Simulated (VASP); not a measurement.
# TlCl (Pm-3m) in VASP: notebook

The runs below take TlCl through single point, with PBE-based screened hybrid with 30 % exact exchange, HSE06.

Program: VASP 6.6.1. These are calculated values, not measurements. Logs are shortened: lines on timing, memory, paths and dates and some standing lists are left out, and cuts for length are marked.

## 1. The cell of the first run

It takes space group Pm-3m (No. 221, cubic). The conventional cell has a = 3.839 Å, b = 3.839 Å, c = 3.839 Å, α = 90.00°, β = 90.00°, γ = 90.00°. Within 4.4 Å of Tl (site symmetry m-3m) lie 8 Cl at 3.32 Å and 6 Tl at 3.84 Å. Within 4.4 Å of Cl (site symmetry m-3m) lie 8 Tl at 3.32 Å and 6 Cl at 3.84 Å.

## 2. Single point, PBE-based screened hybrid with 30 % exact exchange

POSCAR

```
TlCl
1.0
    3.8388256296      0.0000000000      0.0000000000
    0.0000000000      3.8388256296      0.0000000000
    0.0000000000      0.0000000000      3.8388256296
Tl Cl
1 1
Direct
    0.0000000000      0.0000000000      0.0000000000
    0.5000000000      0.5000000000      0.5000000000
```

INCAR.step1

```
PREC = Accurate
ENCUT = 400
EDIFF = 1E-5
ISMEAR = 0
SIGMA = 0.01
LREAL = False
LASPH = True
NELM = 120
ALGO = Normal
ISIF = 2
LWAVE = True
LCHARG = False
NBANDS = 17
GGA = PE
GGA_COMPAT = False
```

INCAR.step2

```
PREC = Accurate
ENCUT = 400
EDIFF = 1E-6
ISMEAR = 0
SIGMA = 0.01
LREAL = False
LASPH = True
NELM = 120
ALGO = Normal
ISIF = 2
LWAVE = False
LCHARG = False
GGA = PE
LHFCALC = True
AEXX = 0.3
HFSCREEN = 0.3
PRECFOCK = Normal
NBANDS = 17
ISTART = 1
GGA_COMPAT = False
```

KPOINTS

```
regular mesh
0
Gamma
  4 4 4
```

Potentials or basis: VASP PAW PBE potentials, release 64 (Tl_d, Cl).

Launch:

```sh
$ cat potpaw_PBE.64/Tl_d/POTCAR potpaw_PBE.64/Cl/POTCAR > POTCAR
$ cp INCAR.step1 INCAR
$ mpirun -np 1 vasp_std > vasp.out
$ cp INCAR.step2 INCAR
$ mpirun -np 1 vasp_std > vasp.out
```

OUTCAR:

```text
PREC = Accurate
   ENCUT = 400
   EDIFF = 1E-6
   ISMEAR = 0
   LREAL = False
   LASPH = True
   NELM = 120
   ISIF = 2
   GGA = PE
   LHFCALC = True
   AEXX = 0.3
   HFSCREEN = 0.3
   PRECFOCK = Normal
   ISTART = 1

 ion  position               nearest neighbor table
   1  0.000  0.000  0.000-   2 3.32   2 3.32   2 3.32   2 3.32   2 3.32   2 3.32   2 3.32   2 3.32

   2  0.500  0.500  0.500-   1 3.32   1 3.32   1 3.32   1 3.32   1 3.32   1 3.32   1 3.32   1 3.32

  LATTYP: Found a simple cubic cell.
 ALAT       =     3.8388256296

  Lattice vectors:

 A1 = (   3.8388256296,   0.0000000000,   0.0000000000)
 A2 = (   0.0000000000,   3.8388256296,   0.0000000000)
 A3 = (   0.0000000000,   0.0000000000,   3.8388256296)

Analysis of symmetry for initial positions (statically):
=====================================================================
 Subroutine PRICEL returns:
 Original cell was already a primitive cell.

 Routine SETGRP: Setting up the symmetry group for a
 simple cubic supercell.

 Subroutine GETGRP returns: Found 48 space group operations
 (whereof 48 operations were pure point group operations)
 out of a pool of 48 trial point group operations.

The static configuration has the point symmetry O_h .

Analysis of symmetry for dynamics (positions and initial velocities):
=====================================================================
 Subroutine PRICEL returns:
 Original cell was already a primitive cell.

 Routine SETGRP: Setting up the symmetry group for a
 simple cubic supercell.

 Subroutine GETGRP returns: Found 48 space group operations
 (whereof 48 operations were pure point group operations)
 out of a pool of 48 trial point group operations.

The dynamic configuration has the point symmetry O_h .

 Subroutine INISYM returns: Found 48 space group operations
 (whereof 48 operations are pure point group operations),
 and found     1 'primitive' translations

----------------------------------------------------------------------------------------

                                     Primitive cell

  volume of cell :      56.5712

  direct lattice vectors                    reciprocal lattice vectors
     3.838825630  0.000000000  0.000000000     0.260496333  0.000000000  0.000000000
     0.000000000  3.838825630  0.000000000     0.000000000  0.260496333  0.000000000
     0.000000000  0.000000000  3.838825630     0.000000000  0.000000000  0.260496333

  length of vectors
     3.838825630  3.838825630  3.838825630     0.260496333  0.260496333  0.260496333

  position of ions in fractional coordinates (direct lattice)
     0.000000000  0.000000000  0.000000000
     0.500000000  0.500000000  0.500000000

  ion indices of the primitive-cell ions
   primitive index   ion index
                 1           1
                 2           2

----------------------------------------------------------------------------------------

 KPOINTS: regular mesh

Automatic generation of k-mesh.
 Grid dimensions read from file:
 generate k-points for:    4    4    4

 Generating k-lattice:

  Cartesian coordinates                     Fractional coordinates (reciprocal lattice)
     0.065124083  0.000000000  0.000000000     0.250000000  0.000000000  0.000000000
     0.000000000  0.065124083  0.000000000     0.000000000  0.250000000  0.000000000
     0.000000000  0.000000000  0.065124083     0.000000000  0.000000000  0.250000000

  Length of vectors
     0.065124083  0.065124083  0.065124083

  Shift w.r.t. Gamma in fractional coordinates (k-lattice)
     0.000000000  0.000000000  0.000000000

 Subroutine IBZKPT returns following result:
 ===========================================

 Found     10 irreducible k-points:

 Following reciprocal coordinates:
            Coordinates               Weight
  0.000000  0.000000  0.000000      1.000000
  0.250000  0.000000  0.000000      6.000000
  0.500000  0.000000  0.000000      3.000000
  0.250000  0.250000  0.000000     12.000000
  0.500000  0.250000  0.000000     12.000000
  0.500000  0.500000  0.000000      3.000000
  0.250000  0.250000  0.250000      8.000000
  0.500000  0.250000  0.250000     12.000000
  0.500000  0.500000  0.250000      6.000000
  0.500000  0.500000  0.500000      1.000000
   k-points           NKPTS =     10   k-points in BZ     NKDIM =     64   number of bands    NBANDS=     17
   number of dos      NEDOS =    301   number of ions     NIONS =      2
   total plane-waves  NPLWV =  21952
   dimension x,y,z NGX =    28 NGY =   28 NGZ =   28
   dimension x,y,z NGXF=    56 NGYF=   56 NGZF=   56
   ions per type =               1   1
   NGX,Y,Z   is equivalent  to a cutoff of  12.13, 12.13, 12.13 a.u.
   NGXF,Y,Z  is equivalent  to a cutoff of  24.25, 24.25, 24.25 a.u.
 SYSTEM =  unknown system
   PREC   = accura    normal or accurate (medium, high low for compatibility)
   ISTART =      1    job   : 0-new  1-cont  2-samecut
   ICHARG =      0    charge: 1-file 2-atom 10-const
   ISPIN  =      1    spin polarized calculation?
   LNONCOLLINEAR =      F non collinear calculations
   LSORBIT =      F    spin-orbit coupling
   LASPH  =      T    aspherical Exc in radial PAW
   ENCUT  =  400.0 eV  29.40 Ry    5.42 a.u.   6.26  6.26  6.26*2*pi/ulx,y,z
   NELM   =    120;   NELMIN=  2; NELMDL=  0     # of ELM steps
   EDIFF  = 0.1E-05   stopping-criterion for ELM
   LREAL  =      F    real-space projection
   EDIFFG = 0.1E-04   stopping-criterion for IOM
   NSW    =      0    number of steps for IOM
   IBRION =     -1    ionic relax: 0-MD 1-quasi-New 2-CG
   NFREE  =      0    steps in history (QN), initial steepest desc. (CG)
   ISIF   =      2    stress and relaxation
   ISYM   =      3    0-nonsym 1-usesym 2-fastsym
   POTIM  = 0.5000    time-step for ionic-motion
   TEBEG  =    0.0;   TEEND  =   0.0 temperature during run
   PSTRESS=    0.0 pullay stress
   NELECT =      20.0000    total number of electrons
   NUPDOWN=      -1.0000    fix difference up-down
   EMIN   =  10.00;   EMAX   =-10.00  energy-range for DOS
   EFERMI =   0.00;   METHOD = LEGACY
   ISMEAR =     0;   SIGMA  =   0.01  broadening in eV -4-tet -1-fermi 0-gaus
   EFERMI_NEDOS =   21; number of points for ismear=-14 and -15
   IALGO  =     38    algorithm
   IMIX   =      1    mixing-type and parameters
     AMIX     =   0.40;   BMIX     =  1.00
     AMIX_MAG =   1.60;   BMIX_MAG =  1.00
  volume/ion in A,a.u.               =      28.29       190.88
  Fermi-wavevector in a.u.,A,eV,Ry     =   1.157586  2.187520 18.231867  1.340004
  Thomas-Fermi vector in A             =   2.294196
   LORBIT       =      0    0 simple, 1 ext, 2 COOP (PROOUT), +10 PAW based schemes
   GGA     = PE    functional components
   LHFCALC =     T    Hartree Fock is set to
   PRECFOCK=normal    Normal, Fast or Accurate (Low or Medium for compatibility)
   ENCUT4O =  -1.0   cutoff for four orbital integrals eV
   NKREDX  =     1    reduce k-point grid by
   NKREDY  =     1    reduce k-point grid by
   NKREDZ  =     1    reduce k-point grid by
   AEXX    =    0.3000 exact exchange contribution
   HFSCREEN=    0.3000 screening length (either q_TF or 0.3 A-1)
   HFSCREENC=   0.3000 screening length for correlation (either q_TF or 0.3 A-1)
   ENCUTFOCK=  -1.0 apply spherical cutoff to Coloumb kernel
   IVDW    =     0    specifies the selected vdW correction
   LEPSILON=     F    determine dielectric tensor
   LRPA    =     F    only Hartree local field effects (RPA)
 non-spin polarized calculation
 Gauss-broadening in eV      SIGMA  =   0.01
  energy-cutoff  :      400.00
  volume of cell :       56.57
 maximum number of plane-waves:      1064
 NGX is ok and might be reduce to    28
  NGX = 20; NGY = 20; NGZ = 20

 number of electron      19.9999993 magnetization

 Free energy of the ion-electron system (eV)
  ---------------------------------------------------
  ext. energy  EPLUGINS =         0.00000000
  ---------------------------------------------------
  free energy    TOTEN  =        -7.15501513 eV

  energy without entropy =       -7.15501513  energy(sigma->0) =       -7.15501513

 E-fermi :   2.1963     XC(G=0):  -7.4329

 val. band max:        2.1402548490   @ k =   0.5000   0.0000   0.0000
 cond. band min:       4.9320655460   @ k =   0.5000   0.0000   0.0000
 fundamental gap:      2.7918106970
 Fermi energy:         2.1962700114

 k-point     1 :       0.0000    0.0000    0.0000
  band No.  band energies     occupation
      1     -13.3705      2.00000
      2      -9.2220      2.00000
      3      -9.2220      2.00000
      4      -8.9918      2.00000
      5      -8.9918      2.00000
      6      -8.9918      2.00000
[... 9 lines left out ...]
     16      15.8563      0.00000
     17      17.6304      0.00000

 k-point     2 :       0.2500    0.0000    0.0000
  band No.  band energies     occupation
      1     -13.2413      2.00000
      2      -9.2154      2.00000
      3      -9.1356      2.00000
      4      -9.0320      2.00000
      5      -9.0320      2.00000
      6      -8.9882      2.00000
[... 9 lines left out ...]
     16      16.3913      0.00000
     17      17.5208      0.00000

 k-point     3 :       0.5000    0.0000    0.0000
  band No.  band energies     occupation
      1     -13.1035      2.00000
      2      -9.2087      2.00000
      3      -9.0715      2.00000
      4      -9.0715      2.00000
      5      -9.0539      2.00000
      6      -8.9847      2.00000
[... 9 lines left out ...]
     16      17.2510      0.00000
     17      17.6116      0.00000

 k-point     4 :       0.2500    0.2500    0.0000
  band No.  band energies     occupation
      1     -13.1452      2.00000
      2      -9.1719      2.00000
      3      -9.0787      2.00000
      4      -9.0395      2.00000
      5      -9.0287      2.00000
      6      -9.0200      2.00000
[... 9 lines left out ...]
     16      15.1791      0.00000
     17      15.5468      0.00000
[... 63 lines left out ...]
      1     -12.9662      2.00000
      2      -9.1195      2.00000
      3      -9.0670      2.00000
      4      -9.0649      2.00000
      5      -9.0274      2.00000
      6      -8.9753      2.00000
[... 9 lines left out ...]
     16      15.0377      0.00000
     17      18.8440      0.00000

 k-point     9 :       0.5000    0.5000    0.2500
  band No.  band energies     occupation
      1     -12.8840      2.00000
      2      -9.1100      2.00000
      3      -9.1100      2.00000
      4      -9.0835      2.00000
      5      -9.0196      2.00000
      6      -8.9157      2.00000
[... 9 lines left out ...]
     16      15.4636      0.00000
     17      19.5875      0.00000

 k-point    10 :       0.5000    0.5000    0.5000
  band No.  band energies     occupation
      1     -12.7746      2.00000
      2      -9.1697      2.00000
      3      -9.1697      2.00000
      4      -9.1697      2.00000
      5      -8.9138      2.00000
      6      -8.9138      2.00000
[... 9 lines left out ...]
     16      16.1680      0.00000
     17      20.6987      0.00000

------------------------ aborting loop because EDIFF is reached ----------------------------------------

  FORCE on cell =-STRESS in cart. coord.  units (eV):
  Direction    XX          YY          ZZ          XY          YZ          ZX
  --------------------------------------------------------------------------------------
  -------------------------------------------------------------------------------------
  Total        0.2737757      0.2737757      0.2737757     -0.0000000      0.0000000     -0.0000000
  in kB        7.7537249      7.7537249      7.7537249     -0.0000000      0.0000000     -0.0000000
  external PRESSURE =       7.7537249 kB  Pullay stress =       0.0000000 kB

 VOLUME and BASIS-vectors are now :
 -----------------------------------------------------------------------------
  energy-cutoff  :      400.00
  volume of cell :       56.57
      direct lattice vectors                 reciprocal lattice vectors
     3.838825630  0.000000000  0.000000000     0.260496333  0.000000000  0.000000000
     0.000000000  3.838825630  0.000000000     0.000000000  0.260496333  0.000000000
     0.000000000  0.000000000  3.838825630     0.000000000  0.000000000  0.260496333

 POSITION                                       TOTAL-FORCE (eV/Angst)
 -----------------------------------------------------------------------------------
      0.00000      0.00000      0.00000         0.000000      0.000000      0.000000
      1.91941      1.91941      1.91941         0.000000      0.000000      0.000000
 -----------------------------------------------------------------------------------
    total drift:                                0.000000      0.000000      0.000000

  FREE ENERGIE OF THE ION-ELECTRON SYSTEM (eV)
  ---------------------------------------------------
  free  energy   TOTEN  =        -7.1550151279 eV

  energy  without entropy=       -7.1550151279  energy(sigma->0) =       -7.15501513
```

Wall time 9.3 min (1 thread of Intel Xeon 8259CL, shared host); peak memory 0.26 GiB.

Results:

```
Free energy            : -7.1550 eV
Pressure               : 0.8 GPa
Band gap on the k mesh : 2.79 eV
```

Levels at points of the mesh, in eV from the valence-band top:
| k point | band 7 | band 8 | band 9 | band 10 | band 11 | band 12 | band 13 | band 14 |
| --- | --- | --- | --- | --- | --- | --- | --- | --- |
| (0.00, 0.00, 0.00) | -4.65 | -1.90 | -1.90 | -1.90 | 8.70 | 8.70 | 8.91 | 8.91 |
| (0.50, 0.00, 0.00) | -5.87 | -1.46 | -1.46 | 0.00 | 2.79 | 7.54 | 7.54 | 9.73 |
| (0.50, 0.50, 0.00) | -3.42 | -3.42 | -3.34 | -1.40 | 5.74 | 5.74 | 9.35 | 9.61 |
| (0.50, 0.50, 0.50) | -2.47 | -2.47 | -2.47 | -2.00 | 3.26 | 3.26 | 3.26 | 14.03 |

Caveat: the PAW data sets were made with another functional, which shifts forces and pressure a little; spin-orbit coupling is left out, which moves the levels of the heavy elements.

## 3. Single point, HSE06

POSCAR is that of step 2.

INCAR.step1

```
ALGO = Normal
EDIFF = 1E-5
ENCUT = 400
GGA = PE
GGA_COMPAT = False
ISIF = 2
ISMEAR = 0
LASPH = True
LCHARG = False
LREAL = False
LWAVE = True
NBANDS = 17
NELM = 120
PREC = Accurate
SIGMA = 0.01
```

INCAR.step2

```
ALGO = Normal
EDIFF = 1E-6
ENCUT = 400
GGA = PE
GGA_COMPAT = False
HFSCREEN = 0.2079
ISIF = 2
ISMEAR = 0
ISTART = 1
LASPH = True
LCHARG = False
LHFCALC = True
LREAL = False
LWAVE = False
NBANDS = 17
NELM = 120
PREC = Accurate
PRECFOCK = Normal
SIGMA = 0.01
```

KPOINTS

```
k-points
0
Gamma
  4 4 4
```

Potentials or basis: VASP PAW PBE potentials, release 64 (Tl_d, Cl).

Launch:

```sh
$ cat potpaw_PBE.64/Tl_d/POTCAR potpaw_PBE.64/Cl/POTCAR > POTCAR
$ cp INCAR.step1 INCAR
$ mpirun -np 1 vasp_std > vasp.out
$ cp INCAR.step2 INCAR
$ mpirun -np 1 vasp_std > vasp.out
```

Run time: 9.4 min. Hardware: 1 thread of Intel Xeon 8259CL, shared host; peak memory 0.26 GiB.

It converged, with:

| Item | Value |
| --- | --- |
| Free energy | -7.1646 eV |
| Pressure | 0.8 GPa |
| Band gap on the k mesh | 2.85 eV |

Levels at points of the mesh, in eV from the valence-band top:
```tsv
k point	band 6	band 7	band 8	band 9	band 10	band 11	band 12	band 13	band 14	band 15
(0.00, 0.00, 0.00)	-10.96	-4.70	-1.87	-1.87	-1.87	8.77	8.77	8.97	8.97	8.97
(0.50, 0.00, 0.00)	-10.95	-5.88	-1.43	-1.43	0.00	2.85	7.60	7.60	9.79	12.55
(0.50, 0.50, 0.00)	-10.89	-3.41	-3.41	-3.38	-1.37	5.82	5.82	9.41	9.66	12.56
(0.50, 0.50, 0.50)	-10.88	-2.43	-2.43	-2.43	-2.04	3.33	3.33	3.33	14.07	14.07
```

Caveat: the PAW data sets were made with another functional, which shifts forces and pressure a little; spin-orbit coupling is left out, which moves the levels of the heavy elements. A k mesh can miss the band edges.
